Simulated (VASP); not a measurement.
# GaN (F-43m) in VASP: further runs

Runs on GaN. Level: LDA. Tasks: elastic constants.

Program: VASP 6.6.1. These are calculated values, not measurements. Logs are shortened: lines on timing, memory, paths and dates and some standing lists are left out, and cuts for length are marked.

## Step 1: The cell of the first run

The structure is cubic, space group F-43m (No. 216). Conventional cell: a = 4.441 Å, b = 4.441 Å, c = 4.441 Å, α = 90.00°, β = 90.00°, γ = 90.00°. Within 2.6 Å of Ga (site symmetry -43m) lie 4 N at 1.92 Å. Within 2.6 Å of N (site symmetry -43m) lie 4 Ga at 1.92 Å.

## Step 2: Elastic constants, LDA

INCAR reads:

```
SYSTEM = GaN
  ALGO = Normal
  EDIFF = 1E-8
  ENCUT = 600
  IBRION = 6
  ISIF = 3
  ISMEAR = 0
  LASPH = .True.
  LCHARG = .False.
  LREAL = .False.
  LWAVE = .False.
  NBANDS = 16
  NELM = 100
  NFREE = 2
  NSW = 1
  POTIM = 0.015
  PREC = Accurate
  SIGMA = 0.01
```

KPOINTS reads:

```
k-points
0
Gamma
  10 10 10
  0 0 0
```

POSCAR reads:

```
GaN
1.0
    0.0000000000      2.2206568717      2.2206568717
    2.2206568717      0.0000000000      2.2206568717
    2.2206568717      2.2206568717      0.0000000000
Ga N
1 1
Direct
    0.0000000000      0.0000000000      0.0000000000
    0.2500000000      0.2500000000      0.2500000000
```

Potentials or basis: VASP PAW LDA potentials, release 64 (Ga_d, N).

On the command line:

```console
$ cat potpaw_LDA.64/Ga_d/POTCAR potpaw_LDA.64/N/POTCAR > POTCAR
$ mpirun -np 1 vasp_std > vasp.out
```

OUTCAR:

```text
SYSTEM = GaN
   EDIFF = 1E-8
   ENCUT = 600
   IBRION = 6
   ISIF = 3
   ISMEAR = 0
   LASPH = .True.
   LREAL = .False.
   NELM = 100
   NFREE = 2
   NSW = 1
   POTIM = 0.015
   PREC = Accurate

 ion  position               nearest neighbor table
   1  0.000  0.000  0.000-   2 1.92   2 1.92   2 1.92   2 1.92
   2  0.250  0.250  0.250-   1 1.92   1 1.92   1 1.92   1 1.92

  LATTYP: Found a face centered cubic cell.
 ALAT       =     4.4413137434

  Lattice vectors:

 A1 = (   0.0000000000,   2.2206568717,   2.2206568717)
 A2 = (   2.2206568717,   0.0000000000,   2.2206568717)
 A3 = (   2.2206568717,   2.2206568717,   0.0000000000)

Analysis of symmetry for initial positions (statically):
=====================================================================
 Subroutine PRICEL returns:
 Original cell was already a primitive cell.

 Routine SETGRP: Setting up the symmetry group for a
 face centered cubic supercell.

 Subroutine GETGRP returns: Found 24 space group operations
 (whereof 24 operations were pure point group operations)
 out of a pool of 48 trial point group operations.

The static configuration has the point symmetry T_d .

Analysis of symmetry for dynamics (positions and initial velocities):
=====================================================================
 Subroutine PRICEL returns:
 Original cell was already a primitive cell.

 Routine SETGRP: Setting up the symmetry group for a
 face centered cubic supercell.

 Subroutine GETGRP returns: Found 24 space group operations
 (whereof 24 operations were pure point group operations)
 out of a pool of 48 trial point group operations.

The dynamic configuration has the point symmetry T_d .

 Subroutine INISYM returns: Found 24 space group operations
 (whereof 24 operations are pure point group operations),
 and found     1 'primitive' translations

----------------------------------------------------------------------------------------

                                     Primitive cell

  volume of cell :      21.9015

  direct lattice vectors                    reciprocal lattice vectors
     0.000000000  2.220656872  2.220656872    -0.225158603  0.225158603  0.225158603
     2.220656872  0.000000000  2.220656872     0.225158603 -0.225158603  0.225158603
     2.220656872  2.220656872  0.000000000     0.225158603  0.225158603 -0.225158603

  length of vectors
     3.140483065  3.140483065  3.140483065     0.389986141  0.389986141  0.389986141

  position of ions in fractional coordinates (direct lattice)
     0.000000000  0.000000000  0.000000000
     0.250000000  0.250000000  0.250000000

  ion indices of the primitive-cell ions
   primitive index   ion index
                 1           1
                 2           2

----------------------------------------------------------------------------------------

 KPOINTS: k-points

Automatic generation of k-mesh.
 Grid dimensions read from file:
 generate k-points for:   10   10   10

 Generating k-lattice:

  Cartesian coordinates                     Fractional coordinates (reciprocal lattice)
    -0.022515860  0.022515860  0.022515860     0.100000000  0.000000000  0.000000000
     0.022515860 -0.022515860  0.022515860     0.000000000  0.100000000  0.000000000
     0.022515860  0.022515860 -0.022515860     0.000000000  0.000000000  0.100000000

  Length of vectors
     0.038998614  0.038998614  0.038998614

  Shift w.r.t. Gamma in fractional coordinates (k-lattice)
     0.000000000  0.000000000  0.000000000

 Subroutine IBZKPT returns following result:
 ===========================================

 Found     47 irreducible k-points:

 Following reciprocal coordinates:
            Coordinates               Weight
  0.000000  0.000000  0.000000      1.000000
[... 49 lines left out ...]
   ISYM   =      2    0-nonsym 1-usesym 2-fastsym
   POTIM  = 0.0150    time-step for ionic-motion
   TEBEG  =    0.0;   TEEND  =   0.0 temperature during run
   PSTRESS=    0.0 pullay stress
   NELECT =      18.0000    total number of electrons
   NUPDOWN=      -1.0000    fix difference up-down
   EMIN   =  10.00;   EMAX   =-10.00  energy-range for DOS
   EFERMI =   0.00;   METHOD = LEGACY
   ISMEAR =     0;   SIGMA  =   0.01  broadening in eV -4-tet -1-fermi 0-gaus
   EFERMI_NEDOS =   21; number of points for ismear=-14 and -15
   IALGO  =     38    algorithm
   IMIX   =      4    mixing-type and parameters
     AMIX     =   0.40;   BMIX     =  1.00
     AMIX_MAG =   1.60;   BMIX_MAG =  1.00
  volume/ion in A,a.u.               =      10.95        73.90
  Fermi-wavevector in a.u.,A,eV,Ry     =   1.533466  2.897831 31.994353  2.351519
  Thomas-Fermi vector in A             =   2.640529
   LORBIT       =      0    0 simple, 1 ext, 2 COOP (PROOUT), +10 PAW based schemes
   GGA     = CA    functional components
   LHFCALC =     F    Hartree Fock is set to
   AEXX    =    0.0000 exact exchange contribution
   IVDW    =     0    specifies the selected vdW correction
   LEPSILON=     F    determine dielectric tensor
   LRPA    =     F    only Hartree local field effects (RPA)
 finite differences with symmetry
 non-spin polarized calculation
 Gauss-broadening in eV      SIGMA  =   0.01
  energy-cutoff  :      600.00
  volume of cell :       21.90
 maximum number of plane-waves:       748
 NGX is ok and might be reduce to    28
   NGX = 13   NGY = 13   NGZ = 13

--------------------------------------- Ionic step        1  -------------------------------------------

 number of electron      18.0000000 magnetization

 Free energy of the ion-electron system (eV)
  ---------------------------------------------------
  ext. energy  EPLUGINS =         0.00000000
  ---------------------------------------------------
  free energy    TOTEN  =       -13.94125384 eV

  energy without entropy =      -13.94125384  energy(sigma->0) =      -13.94125384

------------------------ aborting loop because EDIFF is reached ----------------------------------------

  FORCE on cell =-STRESS in cart. coord.  units (eV):
  Direction    XX          YY          ZZ          XY          YZ          ZX
  --------------------------------------------------------------------------------------
  -------------------------------------------------------------------------------------
  Total        0.4105652      0.4105652      0.4105652      0.0000000      0.0000000     -0.0000000
  in kB       30.0343608     30.0343608     30.0343608      0.0000000      0.0000000     -0.0000000
  external PRESSURE =      30.0343608 kB  Pullay stress =       0.0000000 kB
[... 89 lines left out ...]
  FREE ENERGIE OF THE ION-ELECTRON SYSTEM (eV)
  ---------------------------------------------------
  free  energy   TOTEN  =       -13.9304563978 eV

  energy  without entropy=      -13.9304563978  energy(sigma->0) =      -13.93045640

[... ionic steps 4 to 14 ...]

--------------------------------------- Ionic step       15  -------------------------------------------

 number of electron      18.0000000 magnetization

------------------------ aborting loop because EDIFF is reached ----------------------------------------
[... 67 lines left out ...]
--------------------------------------- Ionic step       17  -------------------------------------------

 number of electron      18.0000000 magnetization

 Free energy of the ion-electron system (eV)
  ---------------------------------------------------
  ext. energy  EPLUGINS =         0.00000000
  ---------------------------------------------------
  free energy    TOTEN  =       -13.93971190 eV

  energy without entropy =      -13.93971190  energy(sigma->0) =      -13.93971190

 E-fermi :   5.7168     XC(G=0): -12.3551

 val. band max:        5.5571367512   @ k =   0.0000   0.0000   0.0000
 cond. band min:       7.5622589034   @ k =   0.0000   0.0000   0.0000
 fundamental gap:      2.0051221522
 Fermi energy:         5.7167692715

 k-point     1 :       0.0000    0.0000    0.0000
  band No.  band energies     occupation
      1     -10.6664      2.00000
      2      -8.0812      2.00000
      3      -8.0745      2.00000
      4      -8.0689      2.00000
      5      -7.7102      2.00000
      6      -7.7101      2.00000
[... 433 lines left out ...]
      3      -7.8197      2.00000
      4      -7.8175      2.00000
      5      -7.6411      2.00000
      6      -6.7330      2.00000
[... 8 lines left out ...]
     15      28.3079      0.00000
     16      28.4358      0.00000

 [... further k-points ...]

------------------------ aborting loop because EDIFF is reached ----------------------------------------

  FORCE on cell =-STRESS in cart. coord.  units (eV):
  Direction    XX          YY          ZZ          XY          YZ          ZX
  --------------------------------------------------------------------------------------
  -------------------------------------------------------------------------------------
  Total        0.4105559      0.4155671      0.4155671      0.0000000      0.1503250      0.0000000
  in kB       30.0336805     30.4002656     30.4002656      0.0000000     10.9968277      0.0000000
  external PRESSURE =      30.2780706 kB  Pullay stress =       0.0000000 kB
[... 17 lines left out ...]
  FREE ENERGIE OF THE ION-ELECTRON SYSTEM (eV)
  ---------------------------------------------------
  free  energy   TOTEN  =       -13.9397119015 eV

  energy  without entropy=      -13.9397119015  energy(sigma->0) =      -13.93971190

 INTERNAL STRAIN TENSORS FROM STRAINED CELLS
 ============================================

 INTERNAL STRAIN TENSOR FOR ION    1 for displacements in x,y,z  (eV/Angst):
          X           Y           Z          XY          YZ          ZX
  --------------------------------------------------------------------------------
  x     0.00000    -0.00000    -0.00000     0.00000    10.00755     0.00000
  y     0.00000    -0.00000    -0.00000     0.00000     0.00000    10.00743
  z     0.00000    -0.00000    -0.00000    10.00790     0.00000     0.00000

 INTERNAL STRAIN TENSORS FROM DISPLACED ATOMS
 ============================================

 INTERNAL STRAIN TENSOR FOR ION    1 for displacements in x,y,z  (eV/Angst):
          X           Y           Z          XY          YZ          ZX
  --------------------------------------------------------------------------------
  x     0.00000     0.00000     0.00000     0.00000    10.00012     0.00000
  y     0.00000     0.00000     0.00000     0.00000     0.00000    10.00012
  z     0.00000     0.00000     0.00000    10.00012     0.00000     0.00000

 INTERNAL STRAIN TENSOR FOR ION    2 for displacements in x,y,z  (eV/Angst):
          X           Y           Z          XY          YZ          ZX
  --------------------------------------------------------------------------------
  x     0.00000    -0.00000    -0.00000     0.00000   -10.01305     0.00000
  y    -0.00000    -0.00000    -0.00000     0.00000     0.00000   -10.01305
  z    -0.00000    -0.00000     0.00000   -10.01305     0.00000     0.00000

 Eigenvectors and eigenvalues of the dynamical matrix
 ----------------------------------------------------

   1 f  =   16.948222 THz   106.488822 2PiTHz  565.331845 cm-1    70.092184 meV
             X         Y         Z           dx          dy          dz
      0.000000  0.000000  0.000000     0.000000    0.408907    0.000000
      1.110328  1.110328  1.110328     0.000000   -0.912576    0.000000
[... 21 lines left out ...]
   6 f/i=    0.000530 THz     0.003332 2PiTHz    0.017691 cm-1     0.002193 meV
             X         Y         Z           dx          dy          dz
      0.000000  0.000000  0.000000     0.000000    0.000000    0.912576
      1.110328  1.110328  1.110328     0.000000    0.000000    0.408907

--------------------------------------------------------------------------------------------------------

 ELASTIC MODULI CONTR FROM IONIC RELAXATION (kBar)
 Direction    XX          YY          ZZ          XY          YZ          ZX
 --------------------------------------------------------------------------------
 XX          -0.0000     -0.0000     -0.0000     -0.0000      0.0000     -0.0000
 YY          -0.0000     -0.0000     -0.0000     -0.0000     -0.0000     -0.0000
 ZZ          -0.0000     -0.0000     -0.0000      0.0000     -0.0000     -0.0000
 XY          -0.0000     -0.0000      0.0000   -534.5649      0.0000      0.0000
 YZ           0.0000     -0.0000     -0.0000      0.0000   -534.5649      0.0000
 ZX          -0.0000     -0.0000     -0.0000      0.0000      0.0000   -534.5649
 --------------------------------------------------------------------------------

 TOTAL ELASTIC MODULI (kBar)
 Direction    XX          YY          ZZ          XY          YZ          ZX
 --------------------------------------------------------------------------------
 XX        2947.9669   1680.2572   1680.2572     -0.0000     -0.0000     -0.0000
 YY        1680.2572   2947.9669   1680.2572     -0.0000      0.0000     -0.0000
 ZZ        1680.2572   1680.2572   2947.9669     -0.0000      0.0000     -0.0000
 XY          -0.0000     -0.0000     -0.0000   1623.9219      0.0000      0.0000
 YZ          -0.0000      0.0000      0.0000      0.0000   1623.9219      0.0000
 ZX          -0.0000     -0.0000     -0.0000      0.0000      0.0000   1623.9219
 --------------------------------------------------------------------------------
```

Wall time 9.6 min (1 thread of Intel Xeon Platinum 8488C (Sapphire Rapids), shared host); peak memory 0.33 GiB.

Results:

- Elastic constants C11, C12, C44: 295, 168, 162 GPa
- Voigt bulk modulus: 210 GPa
- Highest phonon frequency at Γ, LO-TO splitting left out: 565 cm⁻¹

Phonon frequencies in cm⁻¹ (negative: imaginary):
| q point | frequencies |
| --- | --- |
| (0.000, 0.000, 0.000) | 0 0 0 565 565 565 |

Elastic tensor in Voigt notation (GPa, in the Cartesian axes of the cell as first typed):
```
295 168 168   0   0   0
168 295 168   0   0   0
168 168 295   0   0   0
  0   0   0 162   0   0
  0   0   0   0 162   0
  0   0   0   0   0 162
```

Clamped-ion elastic tensor (GPa):
```
295 168 168   0   0   0
168 295 168   0   0   0
168 168 295   0   0   0
  0   0   0 216   0   0
  0   0   0   0 216   0
  0   0   0   0   0 216
```

Caveat: the cell is under stress, which shifts elastic constants.

## Step 3: Elastic constants, LDA

This run uses another cell than the first one, of 11.00 Å³/atom.

INCAR reads:

```
SYSTEM = GaN
ALGO = Normal
EDIFF = 1E-8
ENCUT = 600
IBRION = 6
ISIF = 3
ISMEAR = 0
LASPH = .True.
LCHARG = .True.
LREAL = .False.
LWAVE = .False.
NBANDS = 16
NELM = 100
NFREE = 2
NSW = 1
POTIM = 0.015
PREC = Accurate
SIGMA = 0.01
```

KPOINTS is that of step 2.

POSCAR reads:

```
GaN
1.0
    0.0000000000      2.2241469589      2.2241469589
    2.2241469589      0.0000000000      2.2241469589
    2.2241469589      2.2241469589      0.0000000000
Ga N
1 1
Direct
    0.0000000000      0.0000000000      0.0000000000
    0.2500000000      0.2500000000      0.2500000000
```

Potentials or basis: VASP PAW LDA potentials, release 64 (Ga_d, N).

On the command line:

```console
$ cat potpaw_LDA.64/Ga_d/POTCAR potpaw_LDA.64/N/POTCAR > POTCAR
$ mpirun -np 1 vasp_std > vasp.out
```

Run time: 9.9 min. Hardware: 1 thread of Intel Xeon Platinum 8488C (Sapphire Rapids), shared host; peak memory 0.33 GiB.

It converged, with:

| Property | Result |
| --- | --- |
| Elastic constants C11, C12, C44 | 292, 164, 162 GPa |
| Voigt bulk modulus | 207 GPa |
| Highest phonon frequency at Γ, LO-TO splitting left out | 561 cm⁻¹ |

Phonon frequencies in cm⁻¹ (negative: imaginary):
| q point | frequencies |
| --- | --- |
| (0.000, 0.000, 0.000) | 0 0 0 561 561 561 |

Elastic tensor in Voigt notation (GPa, in the Cartesian axes of the cell as first typed):
```
292 164 164   0   0   0
164 292 164   0   0   0
164 164 292   0   0   0
  0   0   0 162   0   0
  0   0   0   0 162   0
  0   0   0   0   0 162
```

Clamped-ion elastic tensor (GPa):
```
292 164 164   0   0   0
164 292 164   0   0   0
164 164 292   0   0   0
  0   0   0 213   0   0
  0   0   0   0 213   0
  0   0   0   0   0 213
```

Caveat: the cell is under stress, which shifts elastic constants.

(Continued in part 2 of 2.)
